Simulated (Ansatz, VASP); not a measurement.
AlN in VASP and in Ansatz

```
Al N
1.0
     2.86460    0.00000    0.00000
    -1.43230    2.48081    0.00000
     0.00000    0.00000    4.78408
Al N
2 2
Direct
  0.33333 0.66667 0.00151
  0.66667 0.33333 0.50151
  0.33333 0.66667 0.38349
  0.66667 0.33333 0.88349
```

Change from the starting cell: strain -0.080 along x and y, -0.040 along z, atoms carried along.

Alike in both runs: task single point; functional PBEsol; k mesh 12 × 12 × 6; occupations gaussian, width 0.05 eV; no spin polarisation.

```csv
,VASP,Ansatz
version,VASP 6.6.1,Ansatz 0.2.0
potentials or method,"VASP PAW PBE potentials, release 64 (Al, N), cutoff 600 eV","scalar-relativistic, plane waves, PAW"
valence electrons in the cell,16,16
```

```csv
,VASP,Ansatz,Ansatz less VASP
gap on the k mesh at the Fermi level (eV),4.94,4.96,+0.017
least direct gap on the mesh (eV),6.15,6.13,-0.026
pressure (GPa),64.3,63.6,-0.69
"traceless stress, the component that is largest in VASP (GPa)",-22.85,-22.43,+0.427
rms of the force components (eV/Å),0.565,0.552,-0.0131
```

VASP's potentials were made for PBE, not for PBEsol. Atom by atom the forces differ by 0.013 eV/Å (rms over components). Both programs put the cell under a high pressure, so it lies far from rest at this level.

Noted on VASP's run: the cell as given lies far from equilibrium.
